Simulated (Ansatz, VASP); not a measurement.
One calculation of ZnO, two programs

```
Zn O
1.0
     0.00000    2.16944    2.16944
     2.16944    0.00000    2.16944
     2.16944    2.16944    0.00000
Zn O
1 1
Direct
  0.00000 0.00000 0.00000
  0.50000 0.50000 0.50000
```

Alike in both runs: task single point; functional LDA; k mesh 12 × 12 × 12; occupations gaussian, width 0.05 eV; no spin polarisation.

|  | VASP | Ansatz |
| --- | --- | --- |
| version | VASP 6.6.1 | Ansatz 0.2.0 |
| potentials or method | VASP PAW LDA potentials, release 64 (Zn, O_h), cutoff 1340 eV | scalar-relativistic, plane waves, PAW |
| valence electrons in the cell | 18 | 18 |

```csv
,VASP,Ansatz,Ansatz less VASP
gap on the k mesh at the Fermi level (eV),0.69,0.68,-0.003
least direct gap on the mesh (eV),1.90,1.91,+0.004
pressure (GPa),-14.2,-15.0,-0.82
```

LDA's correlation is that of Perdew and Zunger in VASP and of Perdew and Wang (1992) in Ansatz.
